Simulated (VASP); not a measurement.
Write the native input for VASP 6.6.1 that does the following.

- Task: single point
- Functional: LDA
- Potentials or basis: VASP PAW LDA potentials, release 64 (Ti_sv, Cl, O)
- Cutoff: 520 eV
- k mesh: 8 × 7 × 4
- Occupations: fermi-dirac, width 0.15 eV
- Spin: no spin polarisation
- Dipole correction: no
- Further INCAR settings: ALGO = Normal; EDIFF = 1e-06; NBANDS = 34

The structure of TiClO lies in POSCAR:

```
TiClO
1.0
    3.3800000000      0.0000000000      0.0000000000
    0.0000000000      3.7900000000      0.0000000000
    0.0000000000      0.0000000000      8.0300000000
Ti Cl O
2 2 2
Direct
    0.0000000000      0.5000000000      0.1220000000
    0.5000000000      0.0000000000      0.8780000000
    0.5000000000      0.5000000000      0.3200000000
    0.0000000000      0.0000000000      0.6800000000
    0.5000000000      0.5000000000      0.9350000000
    0.0000000000      0.0000000000      0.0650000000
```

The input as run:

INCAR

```
SYSTEM = TiClO
PREC = Accurate
ENCUT = 520
EDIFF = 1E-6
ISMEAR = -1
SIGMA = 0.15
LREAL = .FALSE.
LASPH = .TRUE.
NELM = 60
ALGO = Normal
ISIF = 2
LWAVE = .FALSE.
LCHARG = .TRUE.
LELF = .TRUE.
LVHAR = .TRUE.
NBANDS = 34
```

KPOINTS

```
Automatic mesh
0
G
  8 7 4
  0 0 0
```

Potentials or basis: VASP PAW LDA potentials, release 64 (Ti_sv, Cl, O).

The run is started by

```bash
$ cat potpaw_LDA.64/Ti_sv/POTCAR potpaw_LDA.64/Cl/POTCAR potpaw_LDA.64/O/POTCAR > POTCAR
$ mpirun -np 1 vasp_std > vasp.out
```

Results of the run:

* Pressure: -4.5 GPa
* Largest force: 1.812 eV/Å
* Band gap on the k mesh: zero (bands 25 and 26 overlap by 0.69 eV)

Caveat: the stress differs along the axes, from -7 to -1 GPa; semilocal functionals often make such compounds metallic where correlation or magnetic order opens a gap, which also shifts bond lengths; forces of over 1 eV/Å act on the atoms, so gaps and moduli don't describe the material at rest.

Wall time 6.9 min on 1 thread of Intel Xeon 8259CL, with other jobs on the host, peak memory 0.29 GiB.
